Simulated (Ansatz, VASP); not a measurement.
# Co4Ge: VASP beside Ansatz

Contents of INCAR:

```
SYSTEM = Co4Ge
ALGO = Fast ; EDIFF = 1E-7
ENCUT = 520 ; GGA = PE
ISIF = 2 ; ISMEAR = 0
ISPIN = 2 ; LASPH = .True.
LCHARG = .False. ; LMAXMIX = 4
LORBIT = 11 ; LREAL = .False.
LWAVE = .False. ; MAGMOM = 3 3 3 3 0
NBANDS = 37 ; NELM = 150
PREC = Accurate ; SIGMA = 0.1
```

KPOINTS

```
k-points
0
Gamma
  6 6 4
  0 0 0
```

POSCAR

```
Co4Ge
1.0
    3.8229474700      0.0000000000      0.0000000000
   -1.9114737300      3.3107696300      0.0000000000
    0.0000000000      0.0000000000      5.6899708500
Co Ge
4 1
Direct
    0.0000000000      0.0000000000      0.6738112200
    0.0000000000      0.0000000000      0.3261887800
    0.3333333300      0.6666666700      0.5000000000
    0.6666666700      0.3333333300      0.5000000000
    0.0000000000      0.0000000000      0.0000000000
```

Input for Ansatz:

```yaml
crystal:
  lattice:
    - [3.82294747, 0.0, 0.0]
    - [-1.91147373, 3.31076963, 0.0]
    - [0.0, 0.0, 5.68997085]
  atoms:
    - { symbol: Co, position: [0.0, 0.0, 0.67381122], spin: 3.0 }
    - { symbol: Co, position: [0.0, 0.0, 0.32618878], spin: 3.0 }
    - { symbol: Co, position: [0.33333333, 0.66666667, 0.5], spin: 3.0 }
    - { symbol: Co, position: [0.66666667, 0.33333333, 0.5], spin: 3.0 }
    - { symbol: Ge, position: [0.0, 0.0, 0.0] }
basis:
  ecutwfc: 420
kpoints:
  mp_grid: { grid: [6, 6, 4] }
hamiltonian:
  xc: pbe
scf:
  occupations: { method: gaussian, width: 0.1 }
  lower_state_search: "off"
output:
  forces: true
  stress: true
  eigenvalues: true
  populations: true
magnetization:
  spin_polarized: true
```

Alike in both runs: task single point; functional PBE; k mesh 6 × 6 × 4; occupations gaussian, width 0.1 eV; collinear spin.

|  | VASP | Ansatz |
| --- | --- | --- |
| version | VASP 6.6.1 | Ansatz 0.2.0 |
| potentials or method | VASP PAW PBE potentials, release 64 (Co, Ge_d), cutoff 520 eV | scalar-relativistic, plane waves, PAW |
| valence electrons in the cell | 50 | 82 |

```csv
,VASP,Ansatz,Ansatz less VASP
gap on the k mesh at the Fermi level (eV),none,none,-
rms of the force components (eV/Å),1.463,1.349,-0.1140
net moment per atom (μB),0.45,0.46,+0.001
size of the moment on the site where the two differ most (μB),0.07,0.11,+0.032
```

Site moments also hang on the region over which each program counts them. Atom by atom the forces differ by 0.114 eV/Å (rms over components). A gap of «none» marks a metal or a gap that the smearing closes. VASP's potentials hold 50 valence electrons a cell and Ansatz's 82, so a difference there can come from the potentials and not from the codes.
